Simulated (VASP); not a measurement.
Wanted: the native input for a VASP 6.6.1 run.

```
Task                   : single point
Functional             : PBE
Potentials or basis    : VASP PAW PBE potentials, release 64 (Zn, Cd, S)
Cutoff                 : 520 eV
k mesh                 : 8 × 8 × 6
Occupations            : gaussian, width 0.1 eV
Spin                   : no spin polarisation
Dipole correction      : no
Further INCAR settings : ALGO = Normal; EDIFF = 1e-07; NBANDS = 36
```

The structure of ZnCd2S3 lies in POSCAR:

```
ZnCd2S3
1.0
    4.8545922169      0.0000000000      0.0000000000
    0.0000000000      4.8545922169      0.0000000000
    0.0000000000      0.0000000000      6.4583004900
Zn Cd S
1 2 3
Direct
    0.0000000000      0.0000000000      0.8715653998
    0.0000000000      0.5000000000      0.3196293818
    0.5000000000      0.0000000000      0.3196293818
    0.0000000000      0.5000000000      0.9453839893
    0.5000000000      0.0000000000      0.9453839893
    0.0000000000      0.0000000000      0.4931352681
```

One way to write it, as run:

INCAR

```
SYSTEM = ZnCd2S3
PREC     = Accurate       ! precision mode
ENCUT    = 520            ! plane-wave cutoff, eV
EDIFF    = 1E-7           ! SCF threshold, eV
ISMEAR   = 0              ! smearing method
SIGMA    = 0.1            ! smearing width, eV
LREAL    = .False.        ! projectors in reciprocal space
LASPH    = .True.         ! aspherical terms in the spheres
NELM     = 60             ! most SCF steps
ALGO     = Normal         ! electronic algorithm
ISIF     = 2              ! what is computed and relaxed
LWAVE    = .False.        ! write WAVECAR
LCHARG   = .False.        ! write CHGCAR
GGA      = PE             ! functional
NBANDS   = 36             ! bands
```

KPOINTS

```
Automatic mesh
0
Gamma
  8 8 6
  0 0 0
```

Potentials or basis: VASP PAW PBE potentials, release 64 (Zn, Cd, S).

Run with:

```console
$ cat potpaw_PBE.64/Zn/POTCAR potpaw_PBE.64/Cd/POTCAR potpaw_PBE.64/S/POTCAR > POTCAR
$ mpirun -np 1 vasp_std > vasp.out
```

Results of the run:

```yaml
Pressure: 0.2 GPa
Largest_force: 0.056 eV/Å
Band_gap_on_the_k_mesh: zero (band 27 reaches 2.33 eV, above the bottom of band 28 at 1.50 eV)
```

Wall time 2 min on 1 thread of Intel(R) Xeon(R) 6975P-C (Granite Rapids), with other jobs on the host, peak memory 0.43 GiB.
